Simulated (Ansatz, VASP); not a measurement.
## Tl: VASP beside Ansatz

```
CELL_PARAMETERS angstrom
3.25097 0.00000 0.00000
0.00000 3.25097 0.00000
0.00000 0.00000 3.25097
ATOMIC_POSITIONS crystal
Tl 0.00000 0.00000 0.00000
```

Alike in both runs: task relaxation of cell and atoms; functional PBE; k mesh 18 × 18 × 18; occupations gaussian, width 0.1 eV; no spin polarisation.

```csv
,VASP,Ansatz
version,VASP 6.6.1,Ansatz 0.2.0
potentials or method,"VASP PAW PBE potentials, release 64 (Tl_d), cutoff 600 eV","scalar-relativistic, plane waves, PAW"
valence electrons in the cell,13,13
```

|  | VASP | Ansatz | Ansatz less VASP |
| --- | --- | --- | --- |
| gap on the k mesh at the Fermi level, each at its own relaxed structure (eV) | none | none | - |
| relaxed volume (Å³/atom) | 34.36 | 34.36 | 0.000 |
| relaxed cell length with the largest relative difference (Å) | 3.251 | 3.251 | 0.0000 |

A gap of «none» marks a metal or a gap that the smearing closes.

Spin-orbit coupling is off throughout. Noted on VASP's run: the relaxation stopped at its first step, so nothing moved.
